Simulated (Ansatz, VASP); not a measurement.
Ru: VASP beside Ansatz

```
CELL_PARAMETERS angstrom
2.75533 0.00000 0.00000
-1.37766 2.38618 0.00000
0.00000 0.00000 4.43175
ATOMIC_POSITIONS crystal
Ru 0.66667 0.33333 0.75000
Ru 0.33333 0.66667 0.25000
```

Alike in both runs: task relaxation of cell and atoms; functional r2SCAN; k mesh 12 × 12 × 4; occupations gaussian, width 0.1 eV; no spin polarisation.

|  | VASP | Ansatz |
| --- | --- | --- |
| version | VASP 6.6.1 | Ansatz 0.2.0 |
| potentials or method | VASP PAW PBE potentials, release 64 (Ru_pv), cutoff 600 eV | scalar-relativistic, plane waves, PAW |
| valence electrons in the cell | 28 | 32 |

```csv
,VASP,Ansatz,Ansatz less VASP
"gap on the k mesh at the Fermi level, each at its own relaxed structure (eV)",none,none,-
relaxed volume (Å³/atom),13.56,13.51,-0.051
relaxed length of the cell vector where the two differ most in proportion (Å),2.709,2.705,-0.0034
```

VASP's potentials were made for PBE, not for r2SCAN. A gap of «none» marks a metal or a gap that the smearing closes. VASP's potentials hold 28 valence electrons a cell and Ansatz's 32, so a difference there can come from the potentials and not from the codes.
